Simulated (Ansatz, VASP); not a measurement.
One calculation of Ce3CoBr3, two programs

```
Ce Co Br
1.0
     5.79202    0.00000    0.00000
     0.00000    5.79202    0.00000
     0.00000    0.00000    5.79202
Ce Co Br
3 1 3
Direct
  0.50000 0.50000 0.00000
  0.00000 0.50000 0.50000
  0.50000 0.00000 0.50000
  0.50000 0.50000 0.50000
  0.50000 0.00000 0.00000
  0.00000 0.50000 0.00000
  0.00000 0.00000 0.50000
```

Alike in both runs: functional PBEsol; k mesh 3 × 3 × 3; occupations fermi-dirac, width 0.15 eV; no spin polarisation.

Ansatz relaxed the structure, and its values are those at the end. VASP's run is a single point on that final structure, the one shown.

|  | VASP | Ansatz |
| --- | --- | --- |
| version | VASP 6.6.1 | Ansatz 0.2.0 |
| potentials or method | VASP PAW PBE potentials, release 64 (Ce, Co, Br), cutoff 520 eV | PAW plane waves |
| valence electrons in the cell | 66 | 74 |

|  | VASP | Ansatz | Ansatz less VASP |
| --- | --- | --- | --- |
| gap on the k mesh at the Fermi level (eV) | none | none | - |
| pressure (GPa) | -0.4 | 0.0 | +0.39 |

VASP's potentials were made for PBE, not for PBEsol. A gap of «none» marks a metal or a gap that the smearing closes. VASP's potentials hold 66 valence electrons a cell and Ansatz's 74, so a difference there can come from the potentials and not from the codes.

The k mesh is coarse, so the values compare programs but aren't converged. Spin-orbit coupling is off throughout.
